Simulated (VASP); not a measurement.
# PbSe (Pm-3m) in VASP: a series of runs

PbSe is run at these levels: PBEsol+D4, RPBE+D4, revPBE+D3(BJ); tasks: single point.

Everything below comes from runs of VASP 6.6.1. Logs are shortened: lines on timing, memory, paths and dates and some standing lists are left out, and cuts for length are marked.

**1. The cell of the first run**

The structure is cubic, space group Pm-3m (No. 221). The conventional cell has a = 3.671 Å, b = 3.671 Å, c = 3.671 Å, α = 90.00°, β = 90.00°, γ = 90.00°. Pb (site symmetry m-3m) has 8 Se at 3.18 Å and 6 Pb at 3.67 Å within 4.2 Å. Se (site symmetry m-3m) has 8 Pb at 3.18 Å and 6 Se at 3.67 Å within 4.2 Å.

**2. Single point, PBEsol+D4**

INCAR

```
  PREC = Accurate
  ENCUT = 520
  EDIFF = 1E-7
  ISMEAR = -1
  SIGMA = 0.05
  LREAL = F
  LASPH = T
  NELM = 80
  ALGO = Normal
  ISIF = 2
  LWAVE = F
  LCHARG = F
  GGA = PS
  IVDW = 13
  NBANDS = 17
```

KPOINTS

```
Automatic mesh
0
Gamma
  7 7 7
```

POSCAR

```
PbSe
1.0
    3.6711079549      0.0000000000      0.0000000000
    0.0000000000      3.6711079549      0.0000000000
    0.0000000000      0.0000000000      3.6711079549
Pb Se
1 1
Direct
    0.0000000000      0.0000000000      0.0000000000
    0.5000000000      0.5000000000      0.5000000000
```

Potentials or basis: VASP PAW PBE potentials, release 64 (Pb_d, Se).

Run with:

```
> cat potpaw_PBE.64/Pb_d/POTCAR potpaw_PBE.64/Se/POTCAR > POTCAR
> mpirun -np 1 vasp_std > vasp.out
```

OUTCAR:

```text
PREC = Accurate
   ENCUT = 520
   EDIFF = 1E-7
   ISMEAR = -1
   LREAL = F
   LASPH = T
   NELM = 80
   ISIF = 2
   GGA = PS
   IVDW = 13

 ion  position               nearest neighbor table
   1  0.000  0.000  0.000-   2 3.18   2 3.18   2 3.18   2 3.18   2 3.18   2 3.18   2 3.18   2 3.18

   2  0.500  0.500  0.500-   1 3.18   1 3.18   1 3.18   1 3.18   1 3.18   1 3.18   1 3.18   1 3.18

  LATTYP: Found a simple cubic cell.
 ALAT       =     3.6711079549

  Lattice vectors:

 A1 = (   3.6711079549,   0.0000000000,   0.0000000000)
 A2 = (   0.0000000000,   3.6711079549,   0.0000000000)
 A3 = (   0.0000000000,   0.0000000000,   3.6711079549)

Analysis of symmetry for initial positions (statically):
=====================================================================
 Subroutine PRICEL returns:
 Original cell was already a primitive cell.

 Routine SETGRP: Setting up the symmetry group for a
 simple cubic supercell.

 Subroutine GETGRP returns: Found 48 space group operations
 (whereof 48 operations were pure point group operations)
 out of a pool of 48 trial point group operations.

The static configuration has the point symmetry O_h .

Analysis of symmetry for dynamics (positions and initial velocities):
=====================================================================
 Subroutine PRICEL returns:
 Original cell was already a primitive cell.

 Routine SETGRP: Setting up the symmetry group for a
 simple cubic supercell.

 Subroutine GETGRP returns: Found 48 space group operations
 (whereof 48 operations were pure point group operations)
 out of a pool of 48 trial point group operations.

The dynamic configuration has the point symmetry O_h .

 Subroutine INISYM returns: Found 48 space group operations
 (whereof 48 operations are pure point group operations),
 and found     1 'primitive' translations

----------------------------------------------------------------------------------------

                                     Primitive cell

  volume of cell :      49.4756

  direct lattice vectors                    reciprocal lattice vectors
     3.671107955  0.000000000  0.000000000     0.272397329  0.000000000  0.000000000
     0.000000000  3.671107955  0.000000000     0.000000000  0.272397329  0.000000000
     0.000000000  0.000000000  3.671107955     0.000000000  0.000000000  0.272397329

  length of vectors
     3.671107955  3.671107955  3.671107955     0.272397329  0.272397329  0.272397329

  position of ions in fractional coordinates (direct lattice)
     0.000000000  0.000000000  0.000000000
     0.500000000  0.500000000  0.500000000

  ion indices of the primitive-cell ions
   primitive index   ion index
                 1           1
                 2           2

----------------------------------------------------------------------------------------

 KPOINTS: Automatic mesh

Automatic generation of k-mesh.
 Grid dimensions read from file:
 generate k-points for:    7    7    7

 Generating k-lattice:

  Cartesian coordinates                     Fractional coordinates (reciprocal lattice)
     0.038913904  0.000000000  0.000000000     0.142857143  0.000000000  0.000000000
     0.000000000  0.038913904  0.000000000     0.000000000  0.142857143  0.000000000
     0.000000000  0.000000000  0.038913904     0.000000000  0.000000000  0.142857143

  Length of vectors
     0.038913904  0.038913904  0.038913904

  Shift w.r.t. Gamma in fractional coordinates (k-lattice)
     0.000000000  0.000000000  0.000000000

 Subroutine IBZKPT returns following result:
 ===========================================

 Found     20 irreducible k-points:

 Following reciprocal coordinates:
            Coordinates               Weight
  0.000000  0.000000  0.000000      1.000000
  0.142857  0.000000  0.000000      6.000000
  0.285714  0.000000  0.000000      6.000000
  0.428571  0.000000  0.000000      6.000000
  0.142857  0.142857  0.000000     12.000000
  0.285714  0.142857  0.000000     24.000000
[... 12 lines left out ...]
  0.428571  0.428571  0.285714     24.000000
  0.428571  0.428571  0.428571      8.000000
   k-points           NKPTS =     20   k-points in BZ     NKDIM =     20   number of bands    NBANDS=     17
   number of dos      NEDOS =    301   number of ions     NIONS =      2
   total plane-waves  NPLWV =  21952
   dimension x,y,z NGX =    28 NGY =   28 NGZ =   28
   dimension x,y,z NGXF=    56 NGYF=   56 NGZF=   56
   ions per type =               1   1
   NGX,Y,Z   is equivalent  to a cutoff of  12.68, 12.68, 12.68 a.u.
   NGXF,Y,Z  is equivalent  to a cutoff of  25.36, 25.36, 25.36 a.u.
 SYSTEM =  unknown system
   PREC   = accura    normal or accurate (medium, high low for compatibility)
   ISTART =      0    job   : 0-new  1-cont  2-samecut
   ICHARG =      2    charge: 1-file 2-atom 10-const
   ISPIN  =      1    spin polarized calculation?
   LNONCOLLINEAR =      F non collinear calculations
   LSORBIT =      F    spin-orbit coupling
   LASPH  =      T    aspherical Exc in radial PAW
   ENCUT  =  520.0 eV  38.22 Ry    6.18 a.u.   6.83  6.83  6.83*2*pi/ulx,y,z
   NELM   =     80;   NELMIN=  2; NELMDL= -5     # of ELM steps
   EDIFF  = 0.1E-06   stopping-criterion for ELM
   LREAL  =      F    real-space projection
   EDIFFG = 0.1E-05   stopping-criterion for IOM
   NSW    =      0    number of steps for IOM
   IBRION =     -1    ionic relax: 0-MD 1-quasi-New 2-CG
   NFREE  =      0    steps in history (QN), initial steepest desc. (CG)
   ISIF   =      2    stress and relaxation
   ISYM   =      2    0-nonsym 1-usesym 2-fastsym
   POTIM  = 0.5000    time-step for ionic-motion
   TEBEG  =    0.0;   TEEND  =   0.0 temperature during run
   PSTRESS=    0.0 pullay stress
   NELECT =      20.0000    total number of electrons
   NUPDOWN=      -1.0000    fix difference up-down
   EMIN   =  10.00;   EMAX   =-10.00  energy-range for DOS
   EFERMI =   0.00;   METHOD = LEGACY
   ISMEAR =    -1;   SIGMA  =   0.05  broadening in eV -4-tet -1-fermi 0-gaus
   EFERMI_NEDOS =   21; number of points for ismear=-14 and -15
   IALGO  =     38    algorithm
   IMIX   =      4    mixing-type and parameters
     AMIX     =   0.40;   BMIX     =  1.00
     AMIX_MAG =   1.60;   BMIX_MAG =  1.00
  volume/ion in A,a.u.               =      24.74       166.94
  Fermi-wavevector in a.u.,A,eV,Ry     =   1.210471  2.287458 19.935797  1.465240
  Thomas-Fermi vector in A             =   2.346017
   LORBIT       =      0    0 simple, 1 ext, 2 COOP (PROOUT), +10 PAW based schemes
   GGA     = PS    functional components
   LHFCALC =     F    Hartree Fock is set to
   AEXX    =    0.0000 exact exchange contribution
   IVDW    =    13    specifies the selected vdW correction
   LEPSILON=     F    determine dielectric tensor
   LRPA    =     F    only Hartree local field effects (RPA)
 non-spin polarized calculation
  energy-cutoff  :      520.00
  volume of cell :       49.48
 maximum number of plane-waves:      1357
 NGX is ok and might be reduce to    28
   NGX = 13   NGY = 13   NGZ = 13

 number of electron      19.9999994 magnetization

 Free energy of the ion-electron system (eV)
  ---------------------------------------------------
  ext. energy  EPLUGINS =         0.00000000
  ---------------------------------------------------
  free energy    TOTEN  =        -8.50491245 eV

  energy without entropy =       -8.49628197  energy(sigma->0) =       -8.50059721

 E-fermi :   6.2258     XC(G=0): -10.5540

 val. band max:        6.1981490196   @ k =   0.2857   0.1429   0.1429
 cond. band min:       6.2513380478   @ k =   0.1429   0.1429   0.1429
 fundamental gap:      0.0531890282
 Fermi energy:         6.2258060365

 k-point     1 :       0.0000    0.0000    0.0000
  band No.  band energies     occupation
      1     -10.6662      2.00000
      2     -10.6662      2.00000
      3     -10.4663      2.00000
      4     -10.4663      2.00000
      5     -10.4663      2.00000
      6      -7.6442      2.00000
[... 9 lines left out ...]
     16      18.6780      0.00000
     17      19.4102      0.00000

 k-point     2 :       0.1429    0.0000    0.0000
  band No.  band energies     occupation
      1     -10.6642      2.00000
      2     -10.6367      2.00000
      3     -10.4780      2.00000
      4     -10.4780      2.00000
      5     -10.4653      2.00000
      6      -7.4703      2.00000
[... 9 lines left out ...]
     16      18.2740      0.00000
     17      18.7054      0.00000

 k-point     3 :       0.2857    0.0000    0.0000
  band No.  band energies     occupation
      1     -10.6598      2.00000
      2     -10.5711      2.00000
      3     -10.5039      2.00000
      4     -10.5039      2.00000
      5     -10.4629      2.00000
      6      -6.9943      2.00000
[... 9 lines left out ...]
     16      16.2928      0.00000
     17      18.9892      0.00000

 k-point     4 :       0.4286    0.0000    0.0000
  band No.  band energies     occupation
      1     -10.6563      2.00000
      2     -10.5246      2.00000
      3     -10.5246      2.00000
      4     -10.5191      2.00000
      5     -10.4611      2.00000
      6      -6.4522      2.00000
[... 9 lines left out ...]
     16      18.7166      0.00000
     17      19.4376      0.00000
[... 263 lines left out ...]
      1     -10.5972      2.00000
      2     -10.5679      2.00000
      3     -10.5403      2.00000
      4     -10.5047      2.00000
      5     -10.4489      2.00000
      6      -5.6084      2.00000
[... 9 lines left out ...]
     16      17.5705      0.00000
     17      20.5581      0.00000

 k-point    19 :       0.4286    0.4286    0.2857
  band No.  band energies     occupation
      1     -10.6186      2.00000
      2     -10.5665      2.00000
      3     -10.5641      2.00000
      4     -10.4758      2.00000
      5     -10.4165      2.00000
      6      -5.4008      2.00000
[... 9 lines left out ...]
     16      18.7981      0.00000
     17      21.3701      0.00000

 k-point    20 :       0.4286    0.4286    0.4286
  band No.  band energies     occupation
      1     -10.6005      2.00000
      2     -10.5924      2.00000
      3     -10.5924      2.00000
      4     -10.4152      2.00000
      5     -10.4152      2.00000
      6      -5.2819      2.00000
[... 9 lines left out ...]
     16      19.9439      0.00000
     17      23.7362      0.00000

------------------------ aborting loop because EDIFF is reached ----------------------------------------

  DFT-D4 for vdW energy calculation

  Edisp (eV):   -0.52995

  FORCE on cell =-STRESS in cart. coord.  units (eV):
  Direction    XX          YY          ZZ          XY          YZ          ZX
  --------------------------------------------------------------------------------------
  -------------------------------------------------------------------------------------
  Total       0.00160     0.00160     0.00160    -0.00000    -0.00000     0.00000
  in kB       0.05195     0.05195     0.05195    -0.00000    -0.00000     0.00000
  external pressure =        0.05 kB  Pullay stress =        0.00 kB

 VOLUME and BASIS-vectors are now :
 -----------------------------------------------------------------------------
  energy-cutoff  :      520.00
  volume of cell :       49.48
      direct lattice vectors                 reciprocal lattice vectors
     3.671107955  0.000000000  0.000000000     0.272397329  0.000000000  0.000000000
     0.000000000  3.671107955  0.000000000     0.000000000  0.272397329  0.000000000
     0.000000000  0.000000000  3.671107955     0.000000000  0.000000000  0.272397329

 POSITION                                       TOTAL-FORCE (eV/Angst)
 -----------------------------------------------------------------------------------
      0.00000      0.00000      0.00000         0.000000      0.000000      0.000000
      1.83555      1.83555      1.83555         0.000000      0.000000      0.000000
 -----------------------------------------------------------------------------------
    total drift:                               -0.000000      0.000000     -0.000000

  FREE ENERGIE OF THE ION-ELECTRON SYSTEM (eV)
  ---------------------------------------------------
  free  energy   TOTEN  =        -9.0348618822 eV

  energy  without entropy=       -9.0262314023  energy(sigma->0) =       -9.03054664
```

It took 12 s on 1 thread of Intel Xeon Platinum 8259CL at 2.50GHz (Skylake/Cascade Lake), shared host; peak memory 0.16 GiB.

Results:

```
Free energy                : -9.0349 eV
Pressure                   : 0.0 GPa
Band gap on the k mesh     : zero (band 10 reaches 6.25 eV, above the bottom of band 11 at 5.78 eV)
Dispersion energy per atom : -0.265 eV
```

Caveat: the PAW data sets were made with another functional, which shifts forces and pressure a little; spin-orbit coupling is left out, which moves the levels of the heavy elements; pairwise dispersion overbinds metals, which lowers pressure and volume.

**3. Single point, RPBE+D4**

This run uses another cell than the first one, of 25.75 Å³/atom, 1.041 times its volume.

INCAR

```
PREC = Accurate
ENCUT = 520
EDIFF = 1E-6
ISMEAR = -1
SIGMA = 0.05
LREAL = False
LASPH = True
NELM = 60
ALGO = Normal
ISIF = 2
LWAVE = False
LCHARG = False
GGA = RP
IVDW = 13
NBANDS = 17
```

KPOINTS is that of step 2.

POSCAR

```
PbSe
1.0
    3.7204523038      0.0000000000      0.0000000000
    0.0000000000      3.7204523038      0.0000000000
    0.0000000000      0.0000000000      3.7204523038
Pb Se
1 1
Direct
    0.0000000000      0.0000000000      0.0000000000
    0.5000000000      0.5000000000      0.5000000000
```

Potentials or basis: VASP PAW PBE potentials, release 64 (Pb_d, Se).

Run with:

```
> cat potpaw_PBE.64/Pb_d/POTCAR potpaw_PBE.64/Se/POTCAR > POTCAR
> mpirun -np 1 vasp_std > vasp.out
```

It took 12 s on 1 thread of Intel Xeon Platinum 8259CL at 2.50GHz (Skylake/Cascade Lake), shared host; peak memory 0.16 GiB.

Results (log left out):

* Free energy: -8.5986 eV
* Pressure: -0.1 GPa
* Band gap on the k mesh: zero (band 10 reaches 6.01 eV, above the bottom of band 11 at 5.79 eV)
* Dispersion energy per atom: -0.829 eV

Levels at points of the mesh, in eV from the Fermi level:
```tsv
k point	band 7	band 8	band 9	band 10	band 11	band 12	band 13	band 14
(0.00, 0.00, 0.00)	-6.87	-1.59	-1.59	-1.59	5.11	5.11	6.50	6.50
```

Caveat: the PAW data sets were made with another functional, which shifts forces and pressure a little; spin-orbit coupling is left out, which moves the levels of the heavy elements; pairwise dispersion overbinds metals, which lowers pressure and volume.

(Continued in part 2 of 2.)
